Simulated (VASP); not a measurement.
# Al2O3 (P-3m1) in VASP: further runs

The runs below take Al2O3 through single point, with PBEsol.

Everything below comes from runs of VASP 6.6.1. Logs are shortened: lines on timing, memory, paths and dates and some standing lists are left out, and cuts for length are marked.

## Step 1: The cell of the first run

It takes space group P-3m1 (No. 164, trigonal). The conventional cell has a = 3.017 Å, b = 3.017 Å, c = 7.575 Å, α = 90.00°, β = 90.00°, γ = 120.00°. Al (site symmetry 3m) has 4 O at 1.68 to 1.84 Å within 2.2 Å. O (site symmetry 3m) has 3 Al at 1.84 Å within 2.4 Å. O (site symmetry -3m) has 2 Al at 1.68 Å within 2.2 Å.

## Step 2: Single point, PBEsol

Contents of INCAR:

```
PREC = Accurate
ENCUT = 520
EDIFF = 1E-7
ISMEAR = 0
SIGMA = 0.01
LREAL = F
LASPH = T
NELM = 60
ALGO = Normal
ISIF = 2
LWAVE = F
LCHARG = F
GGA = PS
NBANDS = 20
```

Contents of KPOINTS:

```
Automatic mesh
0
Gamma
  12 12 4
```

Contents of POSCAR:

```
Al2O3
1.0
    3.0174830000      0.0000000000      0.0000000000
   -1.5087415000      2.6132169335      0.0000000000
    0.0000000000      0.0000000000      7.5746360000
Al O
2 3
Direct
    0.0000000000      0.0000000000      0.2779510000
    0.0000000000      0.0000000000      0.7220490000
    0.3333330000      0.6666670000      0.1994540000
    0.6666670000      0.3333330000      0.8005460000
    0.0000000000      0.0000000000      0.5000000000
```

Potentials or basis: VASP PAW PBE potentials, release 64 (Al, O).

The run is started by

```bash
cat potpaw_PBE.64/Al/POTCAR potpaw_PBE.64/O/POTCAR > POTCAR
mpirun -np 1 vasp_std > vasp.out
```

OUTCAR:

```text
PREC = Accurate
   ENCUT = 520
   EDIFF = 1E-7
   ISMEAR = 0
   LREAL = F
   LASPH = T
   NELM = 60
   ISIF = 2
   GGA = PS

 ion  position               nearest neighbor table
   1  0.000  0.000  0.278-   5 1.68   3 1.84   3 1.84   3 1.84   2 3.36
   2  0.000  0.000  0.722-   5 1.68   4 1.84   4 1.84   4 1.84   1 3.36
   3  0.333  0.667  0.199-   1 1.84   1 1.84   1 1.84
   4  0.667  0.333  0.801-   2 1.84   2 1.84   2 1.84
   5  0.000  0.000  0.500-   1 1.68   2 1.68

  LATTYP: Found a hexagonal cell.
 ALAT       =     3.0174830000
 C/A-ratio  =     2.5102497678

  Lattice vectors:

 A1 = (   3.0174830000,   0.0000000000,   0.0000000000)
 A2 = (  -1.5087415000,   2.6132169335,   0.0000000000)
 A3 = (   0.0000000000,   0.0000000000,   7.5746360000)

Analysis of symmetry for initial positions (statically):
=====================================================================
 Subroutine PRICEL returns:
 Original cell was already a primitive cell.

 Routine SETGRP: Setting up the symmetry group for a
 hexagonal supercell.

 Subroutine GETGRP returns: Found 12 space group operations
 (whereof 12 operations were pure point group operations)
 out of a pool of 24 trial point group operations.

The static configuration has the point symmetry D_3d.

Analysis of symmetry for dynamics (positions and initial velocities):
=====================================================================
 Subroutine PRICEL returns:
 Original cell was already a primitive cell.

 Routine SETGRP: Setting up the symmetry group for a
 hexagonal supercell.

 Subroutine GETGRP returns: Found 12 space group operations
 (whereof 12 operations were pure point group operations)
 out of a pool of 24 trial point group operations.

The dynamic configuration has the point symmetry D_3d.

 Subroutine INISYM returns: Found 12 space group operations
 (whereof 12 operations are pure point group operations),
 and found     1 'primitive' translations

----------------------------------------------------------------------------------------

                                     Primitive cell

  volume of cell :      59.7286

  direct lattice vectors                    reciprocal lattice vectors
     3.017483000  0.000000000  0.000000000     0.331402033  0.191335053  0.000000000
    -1.508741500  2.613216933  0.000000000     0.000000000  0.382670106  0.000000000
     0.000000000  0.000000000  7.574636000     0.000000000  0.000000000  0.132019545

  length of vectors
     3.017483000  3.017483000  7.574636000     0.382670106  0.382670106  0.132019545

  position of ions in fractional coordinates (direct lattice)
     0.000000000  0.000000000  0.277951000
     0.000000000  0.000000000  0.722049000
     0.333333000  0.666667000  0.199454000
     0.666667000  0.333333000  0.800546000
     0.000000000  0.000000000  0.500000000

  ion indices of the primitive-cell ions
   primitive index   ion index
                 1           1
                 2           2
                 3           3
                 4           4
                 5           5

----------------------------------------------------------------------------------------

 KPOINTS: Automatic mesh

Automatic generation of k-mesh.
 Grid dimensions read from file:
 generate k-points for:   12   12    4

 Generating k-lattice:

  Cartesian coordinates                     Fractional coordinates (reciprocal lattice)
     0.027616836  0.015944588  0.000000000     0.083333333  0.000000000  0.000000000
     0.000000000  0.031889175  0.000000000     0.000000000  0.083333333  0.000000000
     0.000000000  0.000000000  0.033004886     0.000000000  0.000000000  0.250000000

  Length of vectors
     0.031889175  0.031889175  0.033004886

  Shift w.r.t. Gamma in fractional coordinates (k-lattice)
     0.000000000  0.000000000  0.000000000

 Subroutine IBZKPT returns following result:
 ===========================================

 Found     69 irreducible k-points:

 Following reciprocal coordinates:
            Coordinates               Weight
  0.000000  0.000000  0.000000      1.000000
  0.083333  0.000000  0.000000      6.000000
  0.166667  0.000000  0.000000      6.000000
  0.250000  0.000000  0.000000      6.000000
  0.333333  0.000000  0.000000      6.000000
  0.416667 -0.000000  0.000000      6.000000
[... 16 lines left out ...]
  0.166667  0.000000  0.250000      6.000000
  0.000000  0.166667  0.250000      6.000000
 [... further k-points ...]
   k-points           NKPTS =     69   k-points in BZ     NKDIM =     69   number of bands    NBANDS=     20
   number of dos      NEDOS =    301   number of ions     NIONS =      5
   total plane-waves  NPLWV =  32256
   dimension x,y,z NGX =    24 NGY =   24 NGZ =   56
   dimension x,y,z NGXF=    48 NGYF=   48 NGZF=  112
   ions per type =               2   3
   NGX,Y,Z   is equivalent  to a cutoff of  13.22, 13.22, 12.29 a.u.
   NGXF,Y,Z  is equivalent  to a cutoff of  26.45, 26.45, 24.58 a.u.
 SYSTEM =  unknown system
   PREC   = accura    normal or accurate (medium, high low for compatibility)
   ISTART =      0    job   : 0-new  1-cont  2-samecut
   ICHARG =      2    charge: 1-file 2-atom 10-const
   ISPIN  =      1    spin polarized calculation?
   LNONCOLLINEAR =      F non collinear calculations
   LSORBIT =      F    spin-orbit coupling
   LASPH  =      T    aspherical Exc in radial PAW
   ENCUT  =  520.0 eV  38.22 Ry    6.18 a.u.   5.61  5.61 14.08*2*pi/ulx,y,z
   NELM   =     60;   NELMIN=  2; NELMDL= -5     # of ELM steps
   EDIFF  = 0.1E-06   stopping-criterion for ELM
   LREAL  =      F    real-space projection
   EDIFFG = 0.1E-05   stopping-criterion for IOM
   NSW    =      0    number of steps for IOM
   IBRION =     -1    ionic relax: 0-MD 1-quasi-New 2-CG
   NFREE  =      0    steps in history (QN), initial steepest desc. (CG)
   ISIF   =      2    stress and relaxation
   ISYM   =      2    0-nonsym 1-usesym 2-fastsym
   POTIM  = 0.5000    time-step for ionic-motion
   TEBEG  =    0.0;   TEEND  =   0.0 temperature during run
   PSTRESS=    0.0 pullay stress
   NELECT =      24.0000    total number of electrons
   NUPDOWN=      -1.0000    fix difference up-down
   EMIN   =  10.00;   EMAX   =-10.00  energy-range for DOS
   EFERMI =   0.00;   METHOD = LEGACY
   ISMEAR =     0;   SIGMA  =   0.01  broadening in eV -4-tet -1-fermi 0-gaus
   EFERMI_NEDOS =   21; number of points for ismear=-14 and -15
   IALGO  =     38    algorithm
   IMIX   =      4    mixing-type and parameters
     AMIX     =   0.40;   BMIX     =  1.00
     AMIX_MAG =   1.60;   BMIX_MAG =  1.00
  volume/ion in A,a.u.               =      11.95        80.61
  Fermi-wavevector in a.u.,A,eV,Ry     =   1.208049  2.282882 19.856103  1.459382
  Thomas-Fermi vector in A             =   2.343668
   LORBIT       =      0    0 simple, 1 ext, 2 COOP (PROOUT), +10 PAW based schemes
   GGA     = PS    functional components
   LHFCALC =     F    Hartree Fock is set to
   AEXX    =    0.0000 exact exchange contribution
   IVDW    =     0    specifies the selected vdW correction
   LEPSILON=     F    determine dielectric tensor
   LRPA    =     F    only Hartree local field effects (RPA)
 non-spin polarized calculation
 Gauss-broadening in eV      SIGMA  =   0.01
  energy-cutoff  :      520.00
  volume of cell :       59.73
 maximum number of plane-waves:      1632
 NGX is ok and might be reduce to    24
   NGX = 11   NGY = 11   NGZ = 29

 number of electron      24.0000012 magnetization

 Free energy of the ion-electron system (eV)
  ---------------------------------------------------
  ext. energy  EPLUGINS =         0.00000000
  ---------------------------------------------------
  free energy    TOTEN  =       -37.72807591 eV

  energy without entropy =      -37.72807591  energy(sigma->0) =      -37.72807591

 E-fermi :   3.8023     XC(G=0):  -9.9413

 val. band max:        3.7448916700   @ k =   0.0000   0.0000   0.0000
 cond. band min:       5.9389846717   @ k =   0.0000   0.0000   0.0000
 fundamental gap:      2.1940930017
 Fermi energy:         3.8023323580

 k-point     1 :       0.0000    0.0000    0.0000
  band No.  band energies     occupation
      1     -15.8025      2.00000
      2     -15.6058      2.00000
      3     -13.0412      2.00000
      4      -2.1389      2.00000
      5      -0.7758      2.00000
      6       0.0128      2.00000
[... 12 lines left out ...]
     19      15.6969      0.00000
     20      16.0593      0.00000

 k-point     2 :       0.0833    0.0000    0.0000
  band No.  band energies     occupation
      1     -15.7478      2.00000
      2     -15.5573      2.00000
      3     -13.0122      2.00000
      4      -2.1143      2.00000
      5      -0.7467      2.00000
      6      -0.2666      2.00000
[... 12 lines left out ...]
     19      15.7383      0.00000
     20      15.8592      0.00000

 k-point     3 :       0.1667    0.0000    0.0000
  band No.  band energies     occupation
      1     -15.5931      2.00000
      2     -15.4218      2.00000
      3     -12.9327      2.00000
      4      -2.1252      2.00000
      5      -1.0506      2.00000
      6      -0.7111      2.00000
[... 12 lines left out ...]
     19      15.6521      0.00000
     20      16.2605      0.00000

 k-point     4 :       0.2500    0.0000    0.0000
  band No.  band energies     occupation
      1     -15.3685      2.00000
      2     -15.2286      2.00000
      3     -12.8234      2.00000
      4      -2.4341      2.00000
      5      -1.8735      2.00000
      6      -0.9080      2.00000
[... 429 lines left out ...]
 k-point    23 :       0.1667    0.0000    0.2500
  band No.  band energies     occupation
      1     -15.5703      2.00000
      2     -15.4473      2.00000
      3     -12.9290      2.00000
      4      -2.1569      2.00000
      5      -1.0471      2.00000
      6      -0.8787      2.00000
[... 12 lines left out ...]
     19      16.0021      0.00000
     20      16.2053      0.00000

 k-point    24 :       0.0000    0.1667    0.2500
  band No.  band energies     occupation
      1     -15.5690      2.00000
      2     -15.4488      2.00000
      3     -12.9287      2.00000
      4      -2.1703      2.00000
      5      -1.0455      2.00000
      6      -0.9095      2.00000
[... 12 lines left out ...]
     19      16.2281      0.00000
     20      16.2648      0.00000

 [... further k-points ...]
[... 5 lines left out ...]
  --------------------------------------------------------------------------------------
  -------------------------------------------------------------------------------------
  Total       -1.4692416     -1.4692416     -0.9796144      0.0000000     -0.0000000     -0.0000000
  in kB      -39.4113893    -39.4113893    -26.2774778      0.0000000     -0.0000000     -0.0000000
  external PRESSURE =     -35.0334188 kB  Pullay stress =       0.0000000 kB

 VOLUME and BASIS-vectors are now :
 -----------------------------------------------------------------------------
  energy-cutoff  :      520.00
  volume of cell :       59.73
      direct lattice vectors                 reciprocal lattice vectors
     3.017483000  0.000000000  0.000000000     0.331402033  0.191335053  0.000000000
    -1.508741500  2.613216933  0.000000000     0.000000000  0.382670106  0.000000000
     0.000000000  0.000000000  7.574636000     0.000000000  0.000000000  0.132019545

 POSITION                                       TOTAL-FORCE (eV/Angst)
 -----------------------------------------------------------------------------------
      0.00000      0.00000      2.10538        -0.000000      0.000000      0.091795
      0.00000      0.00000      5.46926        -0.000000     -0.000000     -0.091795
     -0.00000      1.74215      1.51079         0.000000     -0.000000      0.188040
      1.50874      0.87107      6.06384         0.000000      0.000000     -0.188040
      0.00000      0.00000      3.78732        -0.000000      0.000000     -0.000000
 -----------------------------------------------------------------------------------
    total drift:                                0.000000     -0.000000      0.000000

  FREE ENERGIE OF THE ION-ELECTRON SYSTEM (eV)
  ---------------------------------------------------
  free  energy   TOTEN  =       -37.7280759067 eV

  energy  without entropy=      -37.7280759067  energy(sigma->0) =      -37.72807591
```

Wall time 48 s (1 thread of Intel Xeon Platinum 8375C at 2.90GHz (Ice Lake), shared host); peak memory 0.2 GiB.

Results:

```
Free energy            : -37.7281 eV
Pressure               : -3.5 GPa
Largest force          : 0.188 eV/Å
Band gap on the k mesh : 2.19 eV, direct
```

Forces in eV/Å, atoms in the order of the input:
```
Al   0.000  0.000  0.092
Al   0.000  0.000 -0.092
O    0.000  0.000  0.188
O    0.000  0.000 -0.188
O    0.000  0.000  0.000
```

Caveat: the PAW data sets were made with another functional, which shifts forces and pressure a little. A k mesh can miss the band edges.

## Step 3: Single point, PBEsol

Contents of INCAR:

```
SYSTEM = Al2O3
PREC = Accurate
ENCUT = 520
EDIFF = 1E-6
ISMEAR = 0
SIGMA = 0.01
LREAL = .FALSE.
LASPH = .TRUE.
NELM = 60
ALGO = Normal
ISIF = 2
LWAVE = .FALSE.
LCHARG = .FALSE.
GGA = PS
NBANDS = 20
```

Contents of KPOINTS:

```
regular mesh
0
G
  12 12 4
  0 0 0
```

POSCAR is that of step 2.

Potentials or basis: VASP PAW PBE potentials, release 64 (Al, O).

The run is started by

```bash
cat potpaw_PBE.64/Al/POTCAR potpaw_PBE.64/O/POTCAR > POTCAR
mpirun -np 1 vasp_std > vasp.out
```

It took 48 s on 1 thread of Intel Xeon Platinum 8375C at 2.90GHz (Ice Lake), shared host; peak memory 0.2 GiB.

It converged, with:

* Free energy: -37.7281 eV
* Pressure: -3.5 GPa
* Largest force: 0.188 eV/Å
* Band gap on the k mesh: 2.19 eV, direct

Forces in eV/Å, atoms in the order of the input:
```
Al   0.000  0.000  0.092
Al   0.000  0.000 -0.092
O    0.000  0.000  0.188
O    0.000  0.000 -0.188
O    0.000  0.000  0.000
```

Stress tensor (GPa, compression positive):
```
-3.93  0.00  0.00
 0.00 -3.93  0.00
 0.00  0.00 -2.62
```

Levels at points of the mesh, in eV from the valence-band top:
```
           k point  band 9  band 10  band 11  band 12  band 13  band 14  band 15  band 16
(0.00, 0.00, 0.00)   -3.72    -2.34     0.00     0.00     2.19     4.19     7.22    10.39
(0.50, 0.00, 0.00)   -3.56    -3.11    -1.78    -0.49     4.45     6.08     8.06     8.83
(0.00, 0.00, 0.50)   -3.67    -3.12     0.00     0.00     3.15     3.23     7.98     8.63
(0.50, 0.00, 0.50)   -3.45    -3.34    -1.70    -0.49     4.90     5.47     8.00     8.52
```

Caveat: the PAW data sets were made with another functional, which shifts forces and pressure a little.
